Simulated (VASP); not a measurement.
# MgO in VASP: further runs, part 2 of 2

VASP 6.6.1.

**3. Single point, r2SCAN (uniaxial y strain +3.4%)**

POSCAR

```
MgO
1.0
    3.4840796175      0.0000000000      0.0000000000
   -1.7420398087      3.1204931674      0.0000000000
    0.0000000000      0.0000000000      4.1853171403
Mg O
2 2
Direct
    0.6645678189      0.3291356379      0.7500000000
    0.3354321811      0.6708643621      0.2500000000
    0.6640155868      0.3280311737      0.2500000000
    0.3359844132      0.6719688263      0.7500000000
```

INCAR.step1

```
PREC = Accurate
ENCUT = 520
ISMEAR = 0
SIGMA = 0.01
LREAL = False
LASPH = True
NELM = 80
NBANDS = 16
GGA = PE
ALGO = Normal
EDIFF = 1E-4
LWAVE = True
LCHARG = False
```

INCAR.step2

```
PREC = Accurate
ENCUT = 520
EDIFF = 1E-6
ISMEAR = 0
SIGMA = 0.01
LREAL = False
LASPH = True
NELM = 80
ALGO = Normal
ISIF = 2
LWAVE = False
LCHARG = False
METAGGA = R2SCAN
LMIXTAU = True
NBANDS = 16
ISTART = 1
```

KPOINTS

```
Automatic mesh
0
Gamma
  12 12 6
```

Potentials or basis: VASP PAW PBE potentials, release 64 (Mg, O).

Started as:

```sh
cat potpaw_PBE.64/Mg/POTCAR potpaw_PBE.64/O/POTCAR > POTCAR
cp INCAR.step1 INCAR
mpirun -np 1 vasp_std > vasp.out
cp INCAR.step2 INCAR
mpirun -np 1 vasp_std > vasp.out
```

OUTCAR:

```text
PREC = Accurate
   ENCUT = 520
   EDIFF = 1E-6
   ISMEAR = 0
   LREAL = False
   LASPH = True
   NELM = 80
   ISIF = 2
   METAGGA = R2SCAN
   ISTART = 1

 ion  position               nearest neighbor table
   1  0.665  0.329  0.750-   4 2.04   4 2.04   4 2.05   3 2.09   3 2.09   2 2.92   2 2.92   2 2.92
                             2 2.92   2 2.93   2 2.93
   2  0.335  0.671  0.250-   3 2.04   3 2.04   3 2.05   4 2.09   4 2.09   1 2.92   1 2.92   1 2.92
                             1 2.92   1 2.93   1 2.93
   3  0.664  0.328  0.250-   2 2.04   2 2.04   2 2.05   1 2.09   1 2.09
   4  0.336  0.672  0.750-   1 2.04   1 2.04   1 2.05   2 2.09   2 2.09

  LATTYP: Found a base centered orthorhombic cell.
 ALAT       =     3.4840796175
 B/A-ratio  =     1.7912869452
 C/A-ratio  =     1.2012690868

  Lattice vectors:

 A1 = (   1.7420398087,  -3.1204931674,   0.0000000000)
 A2 = (   1.7420398088,   3.1204931674,   0.0000000000)
 A3 = (   0.0000000000,   0.0000000000,   4.1853171403)

Analysis of symmetry for initial positions (statically):
=====================================================================
 Subroutine PRICEL returns:
[... 182 lines left out ...]
 fundamental gap:      3.9197877542
 Fermi energy:         1.4778460679

 k-point     1 :       0.0000    0.0000    0.0000
  band No.  band energies     occupation
      1     -16.3699      2.00000
      2     -15.0656      2.00000
      3      -2.1491      2.00000
      4      -0.4329      2.00000
      5      -0.2575      2.00000
      6       0.5787      2.00000
[... 433 lines left out ...]
      3      -2.1005      2.00000
      4      -0.9753      2.00000
      5      -0.7816      2.00000
      6      -0.4804      2.00000
[... 8 lines left out ...]
     15      16.6891      0.00000
     16      16.9944      0.00000

 [... further k-points ...]

------------------------ aborting loop because EDIFF is reached ----------------------------------------

  FORCE on cell =-STRESS in cart. coord.  units (eV):
  Direction    XX          YY          ZZ          XY          YZ          ZX
  --------------------------------------------------------------------------------------
  -------------------------------------------------------------------------------------
  Total       -1.2530205     -1.9890925     -1.0297525     -0.0000000      0.0000000      0.0000000
  in kB      -44.1193471    -70.0367340    -36.2579919     -0.0000000      0.0000000      0.0000000
  external PRESSURE =     -50.1380243 kB  Pullay stress =       0.0000000 kB

 VOLUME and BASIS-vectors are now :
 -----------------------------------------------------------------------------
  energy-cutoff  :      520.00
  volume of cell :       45.50
      direct lattice vectors                 reciprocal lattice vectors
     3.484079617  0.000000000  0.000000000     0.287019847  0.160231083  0.000000000
    -1.742039809  3.120493167  0.000000000     0.000000000  0.320462166  0.000000000
     0.000000000  0.000000000  4.185317140     0.000000000  0.000000000  0.238930520

 POSITION                                       TOTAL-FORCE (eV/Angst)
 -----------------------------------------------------------------------------------
      1.74204      1.02707      3.13899         0.000000      0.000449     -0.000000
      0.00000      2.09343      1.04633        -0.000000     -0.000449     -0.000000
      1.74204      1.02362      1.04633        -0.000000     -0.002893      0.000000
      0.00000      2.09687      3.13899         0.000000      0.002893     -0.000000
 -----------------------------------------------------------------------------------
    total drift:                                0.000000     -0.000000     -0.000000

  FREE ENERGIE OF THE ION-ELECTRON SYSTEM (eV)
  ---------------------------------------------------
  free  energy   TOTEN  =       -32.0348477121 eV

  energy  without entropy=      -32.0348477121  energy(sigma->0) =      -32.03484771
```

OUTCAR.step1:

```text
PREC = Accurate
   ENCUT = 520
   ISMEAR = 0
   LREAL = False
   LASPH = True
[... 690 lines left out ...]
      1.74204      1.02707      3.13899        -0.000000     -0.007307      0.000000
      0.00000      2.09343      1.04633         0.000000      0.007307      0.000000
      1.74204      1.02362      1.04633        -0.000000     -0.010641      0.000000
      0.00000      2.09687      3.13899         0.000000      0.010641     -0.000000
 -----------------------------------------------------------------------------------
    total drift:                                0.000000     -0.000000     -0.000000

  FREE ENERGIE OF THE ION-ELECTRON SYSTEM (eV)
  ---------------------------------------------------
  free  energy   TOTEN  =       -23.6650863715 eV

  energy  without entropy=      -23.6650863715  energy(sigma->0) =      -23.66508637
```

OSZICAR.step1:

```text
N       E                     dE             d eps       ncg     rms          rms(c)
DAV:   1     0.632058448710E+02    0.63206E+02   -0.75550E+03  5520   0.887E+02
DAV:   2    -0.235040991594E+02   -0.86710E+02   -0.78899E+02  7800   0.196E+02
DAV:   3    -0.276347125780E+02   -0.41306E+01   -0.41165E+01  6288   0.445E+01
DAV:   4    -0.276517411801E+02   -0.17029E-01   -0.17028E-01  6648   0.336E+00
DAV:   5    -0.276518270092E+02   -0.85829E-04   -0.85829E-04  6280   0.229E-01    0.112E+01
DAV:   6    -0.237370593272E+02    0.39148E+01   -0.10496E+01  5872   0.249E+01    0.363E+00
DAV:   7    -0.236841430693E+02    0.52916E-01   -0.15459E-01  5576   0.319E+00    0.213E+00
DAV:   8    -0.236671408308E+02    0.17002E-01   -0.10184E-01  5968   0.338E+00    0.545E-01
DAV:   9    -0.236641310553E+02    0.30098E-02   -0.83069E-03  6808   0.813E-01    0.116E-01
DAV:  10    -0.236650642670E+02   -0.93321E-03   -0.89680E-04  5544   0.220E-01    0.367E-02
DAV:  11    -0.236650863715E+02   -0.22105E-04   -0.29692E-05  4464   0.436E-02
   1 F= -.23665086E+02 E0= -.23665086E+02  d E =-.720404E-46
```

Run time: 2.6 min. Hardware: 1 thread of Intel Xeon 6975P-C (Granite Rapids), shared host; peak memory 0.25 GiB.

Results:

- Free energy: -32.0348 eV
- Pressure: -5.0 GPa
- Band gap on the k mesh: 3.92 eV

Forces on the atoms (eV/Å):
```
Mg   0.000  0.000  0.000
Mg   0.000  0.000  0.000
O    0.000 -0.003  0.000
O    0.000  0.003  0.000
```

Stress tensor (GPa, compression positive):
```
-4.41  0.00  0.00
 0.00 -7.00  0.00
 0.00  0.00 -3.63
```

Levels at points of the mesh, in eV from the valence-band top:
| k point | band 6 | band 7 | band 8 | band 9 | band 10 | band 11 |
| --- | --- | --- | --- | --- | --- | --- |
| (0.00, 0.00, 0.00) | -0.77 | -0.71 | 0.00 | 3.92 | 10.16 | 12.83 |
| (0.50, 0.00, 0.00) | -1.80 | -1.23 | -0.48 | 7.54 | 9.70 | 10.61 |
| (0.00, 0.50, 0.00) | -1.89 | -1.26 | -0.40 | 7.52 | 9.70 | 10.75 |
| (0.00, 0.00, 0.50) | -1.30 | -1.17 | -1.17 | 6.98 | 6.98 | 13.28 |
| (0.50, 0.00, 0.50) | -1.53 | -0.77 | -0.77 | 7.92 | 7.92 | 12.77 |
| (0.00, 0.50, 0.50) | -1.38 | -0.71 | -0.71 | 7.92 | 7.92 | 12.47 |

Caveat: the cell differs from its parent crystal (uniaxial y strain +3.4%); the cell stands under tension; the PAW data sets were made with another functional, which shifts forces and pressure a little. A k mesh can miss the band edges.

**4. Single point, HSE06 (strain -6.0%)**

POSCAR

```
MgO
1.0
    3.2767768803      0.0000000000      0.0000000000
   -1.6383884401      2.8377720209      0.0000000000
    0.0000000000      0.0000000000      3.9362907705
Mg O
2 2
Direct
    0.6666666667      0.3333333333      0.7500000000
    0.3333333333      0.6666666667      0.2500000000
    0.6666666667      0.3333333333      0.2500000000
    0.3333333333      0.6666666667      0.7500000000
```

INCAR.step1

```
SYSTEM = MgO
ALGO = Normal ; EDIFF = 1E-5
ENCUT = 520 ; GGA = PE
ISIF = 2 ; ISMEAR = 0
LASPH = .TRUE. ; LCHARG = .FALSE.
LREAL = .FALSE. ; LWAVE = .TRUE.
NBANDS = 16 ; NELM = 100
PREC = Accurate ; SIGMA = 0.01
```

INCAR.step2

```
SYSTEM = MgO
ALGO = Normal ; EDIFF = 1E-6
ENCUT = 520 ; GGA = PE
HFSCREEN = 0.2079 ; ISIF = 2
ISMEAR = 0 ; ISTART = 1
LASPH = .TRUE. ; LCHARG = .FALSE.
LHFCALC = .TRUE. ; LREAL = .FALSE.
LWAVE = .FALSE. ; NBANDS = 16
NELM = 100 ; PREC = Accurate
PRECFOCK = Normal ; SIGMA = 0.01
```

KPOINTS

```
k-points
0
G
  6 6 4
  0 0 0
```

Potentials or basis: VASP PAW PBE potentials, release 64 (Mg, O).

Started as:

```sh
cat potpaw_PBE.64/Mg/POTCAR potpaw_PBE.64/O/POTCAR > POTCAR
cp INCAR.step1 INCAR
mpirun -np 1 vasp_std > vasp.out
cp INCAR.step2 INCAR
mpirun -np 1 vasp_std > vasp.out
```

OUTCAR:

```text
SYSTEM = MgO
   EDIFF = 1E-6
   ENCUT = 520
   GGA = PE
   HFSCREEN = 0.2079
   ISIF = 2
   ISMEAR = 0
   ISTART = 1
   LASPH = .TRUE.
   LHFCALC = .TRUE.
   LREAL = .FALSE.
   NELM = 100
   PREC = Accurate
   PRECFOCK = Normal

 ion  position               nearest neighbor table
   1  0.667  0.333  0.750-   4 1.89   4 1.89   4 1.89   3 1.97   3 1.97   2 2.73   2 2.73   2 2.73
                             2 2.73   2 2.73   2 2.73
   2  0.333  0.667  0.250-   3 1.89   3 1.89   3 1.89   4 1.97   4 1.97   1 2.73   1 2.73   1 2.73
                             1 2.73   1 2.73   1 2.73
   3  0.667  0.333  0.250-   2 1.89   2 1.89   2 1.89   1 1.97   1 1.97
   4  0.333  0.667  0.750-   1 1.89   1 1.89   1 1.89   2 1.97   2 1.97

  LATTYP: Found a hexagonal cell.
 ALAT       =     3.2767768803
 C/A-ratio  =     1.2012690868

  Lattice vectors:

 A1 = (   3.2767768803,   0.0000000000,   0.0000000000)
 A2 = (  -1.6383884401,   2.8377720209,   0.0000000000)
 A3 = (   0.0000000000,   0.0000000000,   3.9362907705)

Analysis of symmetry for initial positions (statically):
=====================================================================
 Subroutine PRICEL returns:
 Original cell was already a primitive cell.

 Routine SETGRP: Setting up the symmetry group for a
 hexagonal supercell.

 Subroutine GETGRP returns: Found 24 space group operations
 (whereof 12 operations were pure point group operations)
 out of a pool of 24 trial point group operations.

The static configuration has the point symmetry D_3d.
 The point group associated with its full space group is D_6h.

Analysis of symmetry for dynamics (positions and initial velocities):
=====================================================================
 Subroutine PRICEL returns:
 Original cell was already a primitive cell.

 Routine SETGRP: Setting up the symmetry group for a
 hexagonal supercell.

 Subroutine GETGRP returns: Found 24 space group operations
 (whereof 12 operations were pure point group operations)
 out of a pool of 24 trial point group operations.

The dynamic configuration has the point symmetry D_3d.
 The point group associated with its full space group is D_6h.

 Subroutine INISYM returns: Found 24 space group operations
 (whereof 12 operations are pure point group operations),
 and found     1 'primitive' translations

----------------------------------------------------------------------------------------

                                     Primitive cell

  volume of cell :      36.6026

  direct lattice vectors                    reciprocal lattice vectors
     3.276776880  0.000000000  0.000000000     0.305177934  0.176194563  0.000000000
    -1.638388440  2.837772021  0.000000000     0.000000000  0.352389125  0.000000000
     0.000000000  0.000000000  3.936290770     0.000000000  0.000000000  0.254046273

  length of vectors
[... 43 lines left out ...]
  0.000000  0.000000  0.000000      1.000000
  0.166667 -0.000000  0.000000      6.000000
  0.333333 -0.000000  0.000000      6.000000
  0.500000  0.000000  0.000000      3.000000
  0.166667  0.166667  0.000000      6.000000
  0.333333  0.166667  0.000000     12.000000
[... 13 lines left out ...]
  0.333333  0.166667  0.500000     12.000000
  0.333333  0.333333  0.500000      2.000000
   k-points           NKPTS =     21   k-points in BZ     NKDIM =    144   number of bands    NBANDS=     16
   number of dos      NEDOS =    301   number of ions     NIONS =      4
   total plane-waves  NPLWV =  17280
   dimension x,y,z NGX =    24 NGY =   24 NGZ =   30
   dimension x,y,z NGXF=    48 NGYF=   48 NGZF=   60
   ions per type =               2   2
   NGX,Y,Z   is equivalent  to a cutoff of  12.18, 12.18, 12.67 a.u.
   NGXF,Y,Z  is equivalent  to a cutoff of  24.35, 24.35, 25.34 a.u.
 SYSTEM =  MgO
   PREC   = accura    normal or accurate (medium, high low for compatibility)
   ISTART =      1    job   : 0-new  1-cont  2-samecut
   ICHARG =      0    charge: 1-file 2-atom 10-const
   ISPIN  =      1    spin polarized calculation?
   LNONCOLLINEAR =      F non collinear calculations
   LSORBIT =      F    spin-orbit coupling
   LASPH  =      T    aspherical Exc in radial PAW
   ENCUT  =  520.0 eV  38.22 Ry    6.18 a.u.   6.09  6.09  7.32*2*pi/ulx,y,z
   NELM   =    100;   NELMIN=  2; NELMDL=  0     # of ELM steps
   EDIFF  = 0.1E-05   stopping-criterion for ELM
   LREAL  =      F    real-space projection
   EDIFFG = 0.1E-04   stopping-criterion for IOM
   NSW    =      0    number of steps for IOM
   IBRION =     -1    ionic relax: 0-MD 1-quasi-New 2-CG
   NFREE  =      0    steps in history (QN), initial steepest desc. (CG)
   ISIF   =      2    stress and relaxation
   ISYM   =      3    0-nonsym 1-usesym 2-fastsym
   POTIM  = 0.5000    time-step for ionic-motion
   TEBEG  =    0.0;   TEEND  =   0.0 temperature during run
   PSTRESS=    0.0 pullay stress
   NELECT =      16.0000    total number of electrons
   NUPDOWN=      -1.0000    fix difference up-down
   EMIN   =  10.00;   EMAX   =-10.00  energy-range for DOS
   EFERMI =   0.00;   METHOD = LEGACY
   ISMEAR =     0;   SIGMA  =   0.01  broadening in eV -4-tet -1-fermi 0-gaus
   EFERMI_NEDOS =   21; number of points for ismear=-14 and -15
   IALGO  =     38    algorithm
   IMIX   =      1    mixing-type and parameters
     AMIX     =   0.40;   BMIX     =  1.00
     AMIX_MAG =   1.60;   BMIX_MAG =  1.00
  volume/ion in A,a.u.               =       9.15        61.75
  Fermi-wavevector in a.u.,A,eV,Ry     =   1.242446  2.347883 21.002945  1.543673
  Thomas-Fermi vector in A             =   2.376800
   LORBIT       =      0    0 simple, 1 ext, 2 COOP (PROOUT), +10 PAW based schemes
   GGA     = PE    functional components
   LHFCALC =     T    Hartree Fock is set to
   PRECFOCK=normal    Normal, Fast or Accurate (Low or Medium for compatibility)
   ENCUT4O =  -1.0   cutoff for four orbital integrals eV
   NKREDX  =     1    reduce k-point grid by
   NKREDY  =     1    reduce k-point grid by
   NKREDZ  =     1    reduce k-point grid by
   AEXX    =    0.2500 exact exchange contribution
   HFSCREEN=    0.2079 screening length (either q_TF or 0.3 A-1)
   HFSCREENC=   0.2079 screening length for correlation (either q_TF or 0.3 A-1)
   ENCUTFOCK=  -1.0 apply spherical cutoff to Coloumb kernel
   IVDW    =     0    specifies the selected vdW correction
   LEPSILON=     F    determine dielectric tensor
   LRPA    =     F    only Hartree local field effects (RPA)
 non-spin polarized calculation
 Gauss-broadening in eV      SIGMA  =   0.01
  energy-cutoff  :      520.00
  volume of cell :       36.60
 maximum number of plane-waves:       998
  NGX = 20; NGY = 20; NGZ = 24

 number of electron      16.0000015 magnetization

 Free energy of the ion-electron system (eV)
  ---------------------------------------------------
  ext. energy  EPLUGINS =         0.00000000
  ---------------------------------------------------
  free energy    TOTEN  =       -27.47770292 eV

  energy without entropy =      -27.47770292  energy(sigma->0) =      -27.47770292

 E-fermi :   2.1168     XC(G=0):  -8.9613

 val. band max:        2.0685106916   @ k =   0.0000   0.0000   0.0000
 cond. band min:       8.1769430045   @ k =   0.0000   0.0000   0.0000
 fundamental gap:      6.1084323128
 Fermi energy:         2.1167653709

 k-point     1 :       0.0000    0.0000    0.0000
  band No.  band energies     occupation
      1     -17.3405      2.00000
      2     -15.3171      2.00000
      3      -2.6031      2.00000
      4      -0.2029      2.00000
      5      -0.2029      2.00000
      6       0.9374      2.00000
[... 376 lines left out ...]
      3      -2.4603      2.00000
      4      -2.4603      2.00000
      5      -1.1603      2.00000
      6      -1.1603      2.00000
[... 8 lines left out ...]
     15      23.0163      0.00000
     16      23.0163      0.00000

------------------------ aborting loop because EDIFF is reached ----------------------------------------

  FORCE on cell =-STRESS in cart. coord.  units (eV):
  Direction    XX          YY          ZZ          XY          YZ          ZX
  --------------------------------------------------------------------------------------
  -------------------------------------------------------------------------------------
  Total        8.3297863      8.3297863      8.8414794      0.0000000      0.0000000      0.0000000
  in kB      364.6136288    364.6136288    387.0115954      0.0000000      0.0000000      0.0000000
  external PRESSURE =     372.0796177 kB  Pullay stress =       0.0000000 kB

 VOLUME and BASIS-vectors are now :
 -----------------------------------------------------------------------------
  energy-cutoff  :      520.00
  volume of cell :       36.60
      direct lattice vectors                 reciprocal lattice vectors
     3.276776880  0.000000000  0.000000000     0.305177934  0.176194563  0.000000000
    -1.638388440  2.837772021  0.000000000     0.000000000  0.352389125  0.000000000
     0.000000000  0.000000000  3.936290770     0.000000000  0.000000000  0.254046273

 POSITION                                       TOTAL-FORCE (eV/Angst)
 -----------------------------------------------------------------------------------
      1.63839      0.94592      2.95222         0.000000      0.000000      0.000000
     -0.00000      1.89185      0.98407        -0.000000      0.000000     -0.000000
      1.63839      0.94592      0.98407        -0.000000     -0.000000     -0.000000
     -0.00000      1.89185      2.95222        -0.000000      0.000000      0.000000
 -----------------------------------------------------------------------------------
    total drift:                               -0.000000      0.000000      0.000000

  FREE ENERGIE OF THE ION-ELECTRON SYSTEM (eV)
  ---------------------------------------------------
  free  energy   TOTEN  =       -27.4777029200 eV

  energy  without entropy=      -27.4777029200  energy(sigma->0) =      -27.47770292
```

Wall time 15 min (1 thread of Intel Xeon 6975P-C (Granite Rapids), shared host); peak memory 0.26 GiB.

What came out:

| Property | Result |
| --- | --- |
| Free energy | -27.4777 eV |
| Pressure | 37.2 GPa |
| Band gap on the k mesh | 6.11 eV |

Levels at points of the mesh, in eV from the valence-band top:
| k point | band 5 | band 6 | band 7 | band 8 | band 9 | band 10 | band 11 | band 12 |
| --- | --- | --- | --- | --- | --- | --- | --- | --- |
| (0.00, 0.00, 0.00) | -2.27 | -1.13 | -1.13 | 0.00 | 6.11 | 12.96 | 15.90 | 15.90 |
| (0.50, 0.00, 0.00) | -3.01 | -2.41 | -1.71 | -0.68 | 9.33 | 12.19 | 13.13 | 15.63 |
| (0.00, 0.00, 0.50) | -1.74 | -1.74 | -1.74 | -1.74 | 9.30 | 9.30 | 16.19 | 16.19 |
| (0.50, 0.00, 0.50) | -2.00 | -2.00 | -1.15 | -1.15 | 9.79 | 9.79 | 16.46 | 16.46 |

Caveat: the cell differs from its parent crystal (strain -6.0%); the cell stands under pressure; the PAW data sets were made with another functional, which shifts forces and pressure a little.

**5. Overview**

```csv
level,cell,k mesh,smearing,grid for exact exchange (PRECFOCK),share of exact exchange,screening parameter,gap on the mesh (eV),pressure (GPa)
PBE,"a = 3.484, b = 3.574, c = 4.185 Å, angles 90.0, 90.0, 119.2°, 4 atoms, uniaxial y strain +3.4%",12 × 12 × 6,fermi-dirac 0.02 eV,-,-,-,3.28,-0.4
r2SCAN,"a = 3.484, b = 3.574, c = 4.185 Å, angles 90.0, 90.0, 119.2°, 4 atoms, uniaxial y strain +3.4%",12 × 12 × 6,gaussian 0.01 eV,-,-,-,3.92,-5.0
HSE06,"a = 3.277, b = 3.277, c = 3.936 Å, angles 90.0, 90.0, 120.0°, 4 atoms, strain -6.0%",6 × 6 × 4,gaussian 0.01 eV,Normal,0.25,0.2079 1/Å,6.11,37.2
```

Alike in all rows: task single point; potentials or basis VASP PAW PBE potentials, release 64 (Mg, O); no spin polarisation; cutoff (eV) 520.

Caveats: the PAW data sets were made with another functional, which shifts forces and pressure a little (at least some runs); the cell stands under tension (at least some runs); the cell stands under pressure (at least some runs).

Absolute energies hang on the potentials; compare differences alone.
